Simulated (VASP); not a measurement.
A run of VASP 6.6.1 is set up as follows.

Contents of INCAR:

```
ALGO     = Normal         # electronic algorithm
EDIFF    = 1E-8           # SCF threshold, eV
ENCUT    = 520            # plane-wave cutoff, eV
IBRION   = 6              # ionic algorithm
ISIF     = 2              # what is computed and relaxed
ISMEAR   = 0              # smearing method
LASPH    = True           # aspherical terms in the spheres
LCHARG   = True           # write CHGCAR
LMIXTAU  = True         
LREAL    = False          # projectors in reciprocal space
LWAVE    = False          # write WAVECAR
METAGGA  = R2SCAN         # meta-GGA
NBANDS   = 16             # bands
NELM     = 80             # most SCF steps
NFREE    = 2            
NSW      = 1              # ionic steps
POTIM    = 0.015          # step
PREC     = Accurate       # precision mode
SIGMA    = 0.01           # smearing width, eV
```

Contents of KPOINTS:

```
k-points
0
Gamma
  6 6 6
```

Contents of POSCAR:

```
GaSb
1.0
    2.9632717503      2.9632717503      0.0000000000
   -2.9632717503      2.9632717503      0.0000000000
    0.0000000000      2.9632717503      2.9632717503
Ga Sb
1 1
Direct
    0.0000000000      0.0000000000      0.0000000000
    0.7500000000      0.2500000000      0.5000000000
```

Potentials or basis: VASP PAW PBE potentials, release 64 (Ga_d, Sb).

Run with:

```sh
$ cat potpaw_PBE.64/Ga_d/POTCAR potpaw_PBE.64/Sb/POTCAR > POTCAR
$ mpirun -np 1 vasp_std > vasp.out
```

(1) Estimate the highest phonon frequency at Γ, LO-TO splitting left out.

Results:

(1) 253 cm⁻¹.

Caveat: the cell wasn't relaxed at this level first, which shifts response properties.
